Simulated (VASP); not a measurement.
Pd:

```
Pd
1.0
     0.00000    1.97347    1.97347
     1.97347    0.00000    1.97347
     1.97347    1.97347    0.00000
Pd
1
Direct
  0.00000 0.00000 0.00000
```

Base run:

```yaml
Program: VASP 6.6.1
Functional: PBE
Potentials_or_basis: VASP PAW PBE potentials, release 64 (Pd)
Cutoff: 520 eV
k_mesh: 14 × 14 × 14
Occupations: fermi-dirac, width 0.1 eV
Spin: no spin polarisation
```

Its results: band gap on the k mesh zero (band 5 reaches 9.37 eV, above the bottom of band 6 at 7.88 eV); pressure -0.3 GPa.

Problem. The run is repeated on the same cell with these changes: k mesh from 14 × 14 × 14 to 4 × 4 × 4. What comes out?

Solution. Band gap on the k mesh zero (band 5 reaches 9.44 eV, above the bottom of band 6 at 8.02 eV); pressure -0.8 GPa.

Caveats: some runs use coarse meshes.
